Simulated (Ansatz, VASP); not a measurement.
## CoO: VASP beside Ansatz

```xyz
4
Lattice="2.8122 0.0000 0.0000 0.0000 2.8122 0.0000 0.0000 0.0000 5.6244" Properties=species:S:1:pos:R:3 pbc="T T T"
Co    0.0000    2.8122    5.6244
Co    0.0000    2.8122    2.8122
O     1.4061    1.4061    1.4061
O     1.4061    1.4061    4.2183
```

Alike in both runs: task single point; functional PBE; k mesh 10 × 10 × 5; occupations gaussian, width 0.02 eV; collinear spin; Hubbard terms Co d U = 3.32 eV.

```csv
,VASP,Ansatz
version,VASP 6.6.1,Ansatz 0.2.0
potentials or method,"VASP PAW PBE potentials, release 64 (Co, O), cutoff 520 eV","scalar-relativistic, plane waves, PAW"
valence electrons in the cell,30,46
```

```csv
,VASP,Ansatz,Ansatz less VASP
gap on the k mesh at the Fermi level (eV),0.45,0.33,-0.114
least direct gap on the mesh (eV),0.95,0.83,-0.119
pressure (GPa),-23.8,-21.9,+1.88
net moment per atom (μB),0.00,0.00,0.000
size of the moment on the site where the two differ most (μB),2.67,2.62,-0.044
```

Site moments also hang on the region over which each program counts them. The programs project onto different local orbitals, so the same U acts differently, and such runs can settle in different states. VASP's potentials hold 30 valence electrons a cell and Ansatz's 46, so a difference there can come from the potentials and not from the codes.
